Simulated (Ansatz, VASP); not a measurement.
## Two plane-wave programs on Mo

```
Mo
1.0
    -1.60242    1.57100    1.60242
     1.53958   -1.57100    1.53958
     1.60242    1.57100   -1.60242
Mo
1
Cartesian
  0.0000 0.0000 0.0000
```

Change from the starting cell: strain -0.0400 x Voigt [0, 0, 0, 0, 1, 0], atoms carried along.

Alike in both runs: task single point; functional PBE; k mesh 22 × 22 × 22; occupations gaussian, width 0.15 eV; no spin polarisation.

|  | VASP | Ansatz |
| --- | --- | --- |
| version | VASP 6.6.1 | Ansatz 0.2.0 |
| potentials or method | VASP PAW PBE potentials, release 64 (Mo_sv), cutoff 520 eV | scalar-relativistic, plane waves, PAW |
| valence electrons in the cell | 14 | 14 |

|  | VASP | Ansatz | Ansatz less VASP |
| --- | --- | --- | --- |
| gap on the k mesh at the Fermi level (eV) | none | none | - |
| pressure (GPa) | 5.7 | 5.2 | -0.59 |
| traceless stress, the component that is largest in VASP (GPa) | 4.31 | 4.28 | -0.028 |

A gap of «none» marks a metal or a gap that the smearing closes.
